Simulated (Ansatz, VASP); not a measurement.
**One calculation of MgI2, two programs**

```
CELL_PARAMETERS angstrom
4.18343 0.00000 0.00000
-2.09172 3.62296 0.00000
0.00000 0.00000 6.86237
ATOMIC_POSITIONS crystal
Mg 0.00000 0.00000 0.00000
I 0.33333 0.66667 0.73740
I 0.66667 0.33333 0.26260
```

Alike in both runs: task single point; functional LDA; k mesh 6 × 6 × 4; occupations gaussian, width 0.05 eV; no spin polarisation.

|  | VASP | Ansatz |
| --- | --- | --- |
| version | VASP 6.6.1 | Ansatz 0.2.0 |
| potentials or method | VASP PAW LDA potentials, release 64 (Mg, I), cutoff 520 eV | scalar-relativistic, plane waves, PAW |
| valence electrons in the cell | 16 | 44 |

|  | VASP | Ansatz | Ansatz less VASP |
| --- | --- | --- | --- |
| gap on the k mesh at the Fermi level (eV) | 3.04 | 3.03 | -0.007 |
| least direct gap on the mesh (eV) | 3.04 | 3.03 | -0.007 |
| pressure (GPa) | -3.5 | -3.4 | +0.11 |
| traceless stress, the component that is largest in VASP (GPa) | -0.85 | -0.86 | -0.012 |
| rms of the force components (eV/Å) | 0.375 | 0.368 | -0.0070 |

LDA's correlation is that of Perdew and Zunger in VASP and of Perdew and Wang (1992) in Ansatz. Atom by atom the forces differ by 0.007 eV/Å (rms over components). VASP's potentials hold 16 valence electrons a cell and Ansatz's 44, so a difference there can come from the potentials and not from the codes.

Neither program's run includes spin-orbit coupling.
